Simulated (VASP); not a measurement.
# Sn (I4_1/amd) in VASP: further runs

The runs below take Sn through single point, with PBE.

All numbers are computed with VASP 6.6.1; they aren't measurements. Logs are shortened: lines on timing, memory, paths and dates and some standing lists are left out, and cuts for length are marked.

## 1. The cell of the first run

It takes space group I4_1/amd (No. 141, tetragonal). The conventional cell has a = 4.452 Å, b = 4.452 Å, c = 6.394 Å, α = 90.00°, β = 90.00°, γ = 90.00°. Sn (site symmetry -4m2) has 4 Sn at 2.74 Å within 3.6 Å.

## 2. Single point, PBE (strain -0.030 along x and y, -0.015 along z)

INCAR reads:

```
SYSTEM = Sn
PREC = Accurate
ENCUT = 520
EDIFF = 1E-6
ISMEAR = 0
SIGMA = 0.15
LREAL = .False.
LASPH = .True.
NELM = 80
ALGO = Fast
ISIF = 2
LWAVE = .False.
LCHARG = .True.
GGA = PE
LELF = .True.
LVHAR = .True.
NBANDS = 21
```

KPOINTS reads:

```
Automatic mesh
0
Gamma
  12 12 12
  0 0 0
```

POSCAR reads:

```
Sn
1.0
    0.0000000000      3.1482320000      3.1969160000
    3.1482320000      0.0000000000      3.1969160000
    3.1482320000      3.1482320000      0.0000000000
Sn
2
Direct
    0.5000000000      0.5000000000      0.5000000000
    0.7500000000      0.7500000000      0.7500000000
```

Potentials or basis: VASP PAW PBE potentials, release 64 (Sn_d).

Run with:

```bash
$ cat potpaw_PBE.64/Sn_d/POTCAR > POTCAR
$ mpirun -np 1 vasp_std > vasp.out
```

OUTCAR:

```text
SYSTEM = Sn
   PREC = Accurate
   ENCUT = 520
   EDIFF = 1E-6
   ISMEAR = 0
   LREAL = .False.
   LASPH = .True.
   NELM = 80
   ISIF = 2
   GGA = PE

 ion  position               nearest neighbor table
   1  0.500  0.500  0.500-   2 2.74   2 2.74   2 2.74   2 2.74
   2  0.750  0.750  0.750-   1 2.74   1 2.74   1 2.74   1 2.74

  LATTYP: Found a body centered tetragonal cell.
 ALAT       =     4.4522723919
 C/A-ratio  =     1.4360828443

  Lattice vectors:

 A1 = (  -3.1482320000,   0.0000000000,   3.1969160000)
 A2 = (   3.1482320000,   0.0000000000,   3.1969160000)
 A3 = (   0.0000000000,   3.1482320000,  -3.1969160000)

Analysis of symmetry for initial positions (statically):
=====================================================================
 Subroutine PRICEL returns:
 Original cell was already a primitive cell.

 Routine SETGRP: Setting up the symmetry group for a
 body centered tetragonal supercell.

 Subroutine GETGRP returns: Found 16 space group operations
 (whereof  8 operations were pure point group operations)
 out of a pool of 16 trial point group operations.

The static configuration has the point symmetry D_2d.
 The point group associated with its full space group is D_4h.

Analysis of symmetry for dynamics (positions and initial velocities):
=====================================================================
 Subroutine PRICEL returns:
 Original cell was already a primitive cell.

 Routine SETGRP: Setting up the symmetry group for a
 body centered tetragonal supercell.

 Subroutine GETGRP returns: Found 16 space group operations
 (whereof  8 operations were pure point group operations)
 out of a pool of 16 trial point group operations.

The dynamic configuration has the point symmetry D_2d.
 The point group associated with its full space group is D_4h.

 Subroutine INISYM returns: Found 16 space group operations
 (whereof  8 operations are pure point group operations),
 and found     1 'primitive' translations

----------------------------------------------------------------------------------------

                                     Primitive cell

  volume of cell :      63.3716

  direct lattice vectors                    reciprocal lattice vectors
     0.000000000  3.148232000  3.196916000    -0.158819299  0.158819299  0.156400731
     3.148232000  0.000000000  3.196916000     0.158819299 -0.158819299  0.156400731
     3.148232000  3.148232000  0.000000000     0.158819299  0.158819299 -0.156400731

  length of vectors
     4.486829241  4.486829241  4.452272392     0.273693859  0.273693859  0.273693859

  position of ions in fractional coordinates (direct lattice)
     0.500000000  0.500000000  0.500000000
     0.750000000  0.750000000  0.750000000

  ion indices of the primitive-cell ions
   primitive index   ion index
                 1           1
                 2           2

----------------------------------------------------------------------------------------

 KPOINTS: Automatic mesh

Automatic generation of k-mesh.
 Grid dimensions read from file:
 generate k-points for:   12   12   12

 Generating k-lattice:

  Cartesian coordinates                     Fractional coordinates (reciprocal lattice)
    -0.013234942  0.013234942  0.013033394     0.083333333  0.000000000  0.000000000
     0.013234942 -0.013234942  0.013033394     0.000000000  0.083333333  0.000000000
     0.013234942  0.013234942 -0.013033394    -0.000000000 -0.000000000  0.083333333

  Length of vectors
     0.022807822  0.022807822  0.022807822

  Shift w.r.t. Gamma in fractional coordinates (k-lattice)
     0.000000000  0.000000000  0.000000000

 Subroutine IBZKPT returns following result:
 ===========================================

 Found    163 irreducible k-points:

 Following reciprocal coordinates:
            Coordinates               Weight
  0.000000  0.000000  0.000000      1.000000
  0.083333  0.000000  0.000000      8.000000
  0.166667  0.000000  0.000000      8.000000
  0.250000  0.000000  0.000000      8.000000
  0.333333 -0.000000  0.000000      8.000000
  0.416667  0.000000  0.000000      8.000000
[... 16 lines left out ...]
  0.500000  0.166667  0.000000      8.000000
 -0.416667  0.166667  0.000000      8.000000
 [... further k-points ...]
   k-points           NKPTS =    163   k-points in BZ     NKDIM =    163   number of bands    NBANDS=     21
   number of dos      NEDOS =    301   number of ions     NIONS =      2
   total plane-waves  NPLWV =  46656
   dimension x,y,z NGX =    36 NGY =   36 NGZ =   36
   dimension x,y,z NGXF=    72 NGYF=   72 NGZF=   72
   ions per type =               2
   NGX,Y,Z   is equivalent  to a cutoff of  13.34, 13.34, 13.44 a.u.
   NGXF,Y,Z  is equivalent  to a cutoff of  26.68, 26.68, 26.88 a.u.
 SYSTEM =  Sn
   PREC   = accura    normal or accurate (medium, high low for compatibility)
   ISTART =      0    job   : 0-new  1-cont  2-samecut
   ICHARG =      2    charge: 1-file 2-atom 10-const
   ISPIN  =      1    spin polarized calculation?
   LNONCOLLINEAR =      F non collinear calculations
   LSORBIT =      F    spin-orbit coupling
   LASPH  =      T    aspherical Exc in radial PAW
   ENCUT  =  520.0 eV  38.22 Ry    6.18 a.u.   8.34  8.34  8.28*2*pi/ulx,y,z
   NELM   =     80;   NELMIN=  2; NELMDL= -5     # of ELM steps
   EDIFF  = 0.1E-05   stopping-criterion for ELM
   LREAL  =      F    real-space projection
   EDIFFG = 0.1E-04   stopping-criterion for IOM
   NSW    =      0    number of steps for IOM
   IBRION =     -1    ionic relax: 0-MD 1-quasi-New 2-CG
   NFREE  =      0    steps in history (QN), initial steepest desc. (CG)
   ISIF   =      2    stress and relaxation
   ISYM   =      2    0-nonsym 1-usesym 2-fastsym
   POTIM  = 0.5000    time-step for ionic-motion
   TEBEG  =    0.0;   TEEND  =   0.0 temperature during run
   PSTRESS=    0.0 pullay stress
   NELECT =      28.0000    total number of electrons
   NUPDOWN=      -1.0000    fix difference up-down
   EMIN   =  10.00;   EMAX   =-10.00  energy-range for DOS
   EFERMI =   0.00;   METHOD = LEGACY
   ISMEAR =     0;   SIGMA  =   0.15  broadening in eV -4-tet -1-fermi 0-gaus
   EFERMI_NEDOS =   21; number of points for ismear=-14 and -15
   IALGO  =     68    algorithm
   IMIX   =      4    mixing-type and parameters
     AMIX     =   0.40;   BMIX     =  1.00
     AMIX_MAG =   1.60;   BMIX_MAG =  1.00
  volume/ion in A,a.u.               =      31.69       213.83
  Fermi-wavevector in a.u.,A,eV,Ry     =   1.246893  2.356287 21.153560  1.554743
  Thomas-Fermi vector in A             =   2.381050
   LORBIT       =      0    0 simple, 1 ext, 2 COOP (PROOUT), +10 PAW based schemes
   GGA     = PE    functional components
   LHFCALC =     F    Hartree Fock is set to
   AEXX    =    0.0000 exact exchange contribution
   IVDW    =     0    specifies the selected vdW correction
   LEPSILON=     F    determine dielectric tensor
   LRPA    =     F    only Hartree local field effects (RPA)
 non-spin polarized calculation
 RMM-DIIS sequential band-by-band and
 Gauss-broadening in eV      SIGMA  =   0.15
  energy-cutoff  :      520.00
  volume of cell :       63.37
 maximum number of plane-waves:      1740
 NGX is ok and might be reduce to    36
   NGX = 17   NGY = 17   NGZ = 17

 number of electron      28.0000001 magnetization

 Free energy of the ion-electron system (eV)
  ---------------------------------------------------
  ext. energy  EPLUGINS =         0.00000000
  ---------------------------------------------------
  free energy    TOTEN  =        -7.47691000 eV

  energy without entropy =       -7.47587109  energy(sigma->0) =       -7.47639055

 E-fermi :   6.5645     XC(G=0):  -9.2114

 val. band max:        6.4898366315   @ k =   0.0000   0.0000   0.0000
 cond. band min:       6.5999101139   @ k =   0.0000   0.0000   0.0000
 fundamental gap:      0.1100734824
 Fermi energy:         6.5644836801

 k-point     1 :       0.0000    0.0000    0.0000
  band No.  band energies     occupation
      1     -15.3824      2.00000
      2     -15.3824      2.00000
      3     -15.3746      2.00000
      4     -15.3110      2.00000
      5     -15.3072      2.00000
      6     -14.9399      2.00000
[... 13 lines left out ...]
     20      14.4823      0.00000
     21      14.6573      0.00000

 k-point     2 :       0.0833    0.0000    0.0000
  band No.  band energies     occupation
      1     -15.3894      2.00000
      2     -15.3856      2.00000
      3     -15.3766      2.00000
      4     -15.3010      2.00000
      5     -15.2979      2.00000
      6     -14.9495      2.00000
[... 13 lines left out ...]
     20      13.8059      0.00000
     21      14.0109      0.00000

 k-point     3 :       0.1667    0.0000    0.0000
  band No.  band energies     occupation
      1     -15.4026      2.00000
      2     -15.3974      2.00000
      3     -15.3723      2.00000
      4     -15.2807      2.00000
      5     -15.2784      2.00000
      6     -14.9668      2.00000
[... 13 lines left out ...]
     20      13.3732      0.00000
     21      13.5067      0.00000

 k-point     4 :       0.2500    0.0000    0.0000
  band No.  band energies     occupation
      1     -15.4143      2.00000
      2     -15.4081      2.00000
      3     -15.3649      2.00000
      4     -15.2606      2.00000
      5     -15.2589      2.00000
      6     -14.9830      2.00000
[... 13 lines left out ...]
     20      13.4049      0.00000
     21      13.4516      0.00000

 k-point     5 :       0.3333   -0.0000    0.0000
  band No.  band energies     occupation
      1     -15.4222      2.00000
      2     -15.4150      2.00000
      3     -15.3571      2.00000
      4     -15.2458      2.00000
      5     -15.2447      2.00000
      6     -14.9942      2.00000
[... 13 lines left out ...]
     20      13.9158      0.00000
     21      13.9452      0.00000

 k-point     6 :       0.4167    0.0000    0.0000
  band No.  band energies     occupation
      1     -15.4264      2.00000
      2     -15.4184      2.00000
      3     -15.3513      2.00000
      4     -15.2377      2.00000
      5     -15.2369      2.00000
      6     -14.9997      2.00000
[... 13 lines left out ...]
     20      14.7612      0.00000
     21      14.8545      0.00000

 k-point     7 :       0.5000    0.0000    0.0000
  band No.  band energies     occupation
      1     -15.4277      2.00000
      2     -15.4194      2.00000
      3     -15.3491      2.00000
      4     -15.2353      2.00000
      5     -15.2345      2.00000
      6     -15.0013      2.00000
[... 13 lines left out ...]
     20      15.4339      0.00000
     21      15.8064      0.00000
[... 291 lines left out ...]
      1     -15.4163      2.00000
      2     -15.4100      2.00000
      3     -15.3817      2.00000
      4     -15.2641      2.00000
      5     -15.2170      2.00000
      6     -15.0591      2.00000
[... 13 lines left out ...]
     20      13.9393      0.00000
     21      14.8566      0.00000

 k-point    21 :       0.3333    0.1667    0.0000
  band No.  band energies     occupation
      1     -15.4325      2.00000
      2     -15.4199      2.00000
      3     -15.3623      2.00000
      4     -15.2452      2.00000
      5     -15.1968      2.00000
      6     -15.0775      2.00000
[... 13 lines left out ...]
     20      14.3120      0.00000
     21      14.9888      0.00000

 k-point    22 :       0.4167    0.1667    0.0000
  band No.  band energies     occupation
      1     -15.4445      2.00000
      2     -15.4281      2.00000
      3     -15.3402      2.00000
      4     -15.2273      2.00000
      5     -15.1885      2.00000
      6     -15.0817      2.00000
[... 13 lines left out ...]
     20      15.1031      0.00000
     21      15.5631      0.00000

 k-point    23 :       0.5000    0.1667    0.0000
  band No.  band energies     occupation
      1     -15.4507      2.00000
      2     -15.4341      2.00000
      3     -15.3212      2.00000
      4     -15.2119      2.00000
      5     -15.1942      2.00000
      6     -15.0704      2.00000
[... 13 lines left out ...]
     20      15.4649      0.00000
     21      15.5819      0.00000

 k-point    24 :      -0.4167    0.1667    0.0000
  band No.  band energies     occupation
      1     -15.4502      2.00000
      2     -15.4378      2.00000
      3     -15.3108      2.00000
      4     -15.2106      2.00000
      5     -15.2011      2.00000
      6     -15.0469      2.00000
[... 13 lines left out ...]
     20      14.4811      0.00000
     21      14.6535      0.00000

 [... further k-points ...]

------------------------ aborting loop because EDIFF is reached ----------------------------------------

  FORCE on cell =-STRESS in cart. coord.  units (eV):
  Direction    XX          YY          ZZ          XY          YZ          ZX
  --------------------------------------------------------------------------------------
  -------------------------------------------------------------------------------------
  Total        3.1104383      3.1104383      2.9304931      0.0000000     -0.0000000      0.0000000
  in kB       78.6389123     78.6389123     74.0894902      0.0000000     -0.0000000      0.0000000
  external PRESSURE =      77.1224383 kB  Pullay stress =       0.0000000 kB

 VOLUME and BASIS-vectors are now :
 -----------------------------------------------------------------------------
  energy-cutoff  :      520.00
  volume of cell :       63.37
      direct lattice vectors                 reciprocal lattice vectors
     0.000000000  3.148232000  3.196916000    -0.158819299  0.158819299  0.156400731
     3.148232000  0.000000000  3.196916000     0.158819299 -0.158819299  0.156400731
     3.148232000  3.148232000  0.000000000     0.158819299  0.158819299 -0.156400731

 POSITION                                       TOTAL-FORCE (eV/Angst)
 -----------------------------------------------------------------------------------
      3.14823      3.14823      3.19692         0.000000      0.000000     -0.000000
      4.72235      4.72235      4.79537        -0.000000     -0.000000      0.000000
 -----------------------------------------------------------------------------------
    total drift:                                0.000000      0.000000      0.000000

  FREE ENERGIE OF THE ION-ELECTRON SYSTEM (eV)
  ---------------------------------------------------
  free  energy   TOTEN  =        -7.4769100005 eV

  energy  without entropy=       -7.4758710909  energy(sigma->0) =       -7.47639055
```

It took 89 s on 1 thread of Intel Xeon 6975P-C (Granite Rapids), shared host; peak memory 0.32 GiB.

What came out:

```yaml
Free_energy: -7.4769 eV
Pressure: 7.7 GPa
Band_gap_on_the_k_mesh: zero (filled and empty bands touch)
```

Levels at points of the mesh, in eV from the Fermi level:
```csv
k point,band 12,band 13,band 14,band 15,band 16,band 17
"(0.00, 0.00, 0.00)",-0.19,-0.07,0.04,0.04,2.06,2.06
"(0.50, 0.00, 0.00)",-6.69,-1.39,-1.27,0.06,3.13,3.21
"(0.50, 0.50, 0.00)",-7.91,-2.75,-2.75,0.71,0.71,8.12
"(0.50, 0.00, 0.50)",-7.85,-2.84,-2.84,0.61,0.61,8.12
```

Caveat: the cell differs from its parent crystal (strain -0.030 along x and y, -0.015 along z); the cell stands under pressure; spin-orbit coupling is left out, which moves the levels of the heavy elements.

(Part 1 of 2 ends here.)

The gap in the log of VASP goes by the Fermi energy; the results here count the filled bands.